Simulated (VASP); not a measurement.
Wanted: the native input for a VASP 6.6.1 run.

```
Task                   : single point
Functional             : PBE
Potentials or basis    : VASP PAW PBE potentials, release 64 (Si, Ge_d)
Cutoff                 : 520 eV
k mesh                 : 8 × 4 × 4
Occupations            : gaussian, width 0.2 eV
Spin                   : no spin polarisation
Dipole correction      : no
Further INCAR settings : ALGO = Normal; EDIFF = 1e-06; NBANDS = 41
```

The structure of SiGe2 lies in POSCAR:

```
SiGe2
1.0
    0.0006796150     -0.0010059717      2.6465273107
    4.6915478703      0.0012781869     -0.0014131244
   -0.0023639060      8.6568789403     -0.0023140026
Si Ge
2 4
Direct
    0.5000180772      0.0000162396      0.0049796915
    0.4997734644      0.5000007921      0.4948620582
    0.4998807042     -0.0001443298      0.3407174583
    0.5004933624      0.5000862241      0.8315706194
    0.5001565911      0.4999375846      0.1593564990
    0.4996778007      0.0001034894      0.6685136737
```

These files were run (other wordings do the same):

INCAR

```
PREC = Accurate
ENCUT = 520
EDIFF = 1E-6
ISMEAR = 0
SIGMA = 0.2
LREAL = F
LASPH = T
NELM = 80
ALGO = Normal
ISIF = 2
LWAVE = F
LCHARG = F
GGA = PE
NBANDS = 41
```

KPOINTS

```
Automatic mesh
0
Gamma
  8 4 4
```

Potentials or basis: VASP PAW PBE potentials, release 64 (Si, Ge_d).

The run is started by

```console
$ cat potpaw_PBE.64/Si/POTCAR potpaw_PBE.64/Ge_d/POTCAR > POTCAR
$ mpirun -np 1 vasp_std > vasp.out
```

Results of the run:

```yaml
Pressure: 0.1 GPa
Largest_force: 0.009 eV/Å
Band_gap_on_the_k_mesh: zero (bands 32 and 33 overlap by 3.87 eV)
```

It took 110 s on 1 thread of Intel(R) Xeon(R) 6975P-C (Granite Rapids), on a shared host, peak memory 0.35 GiB.
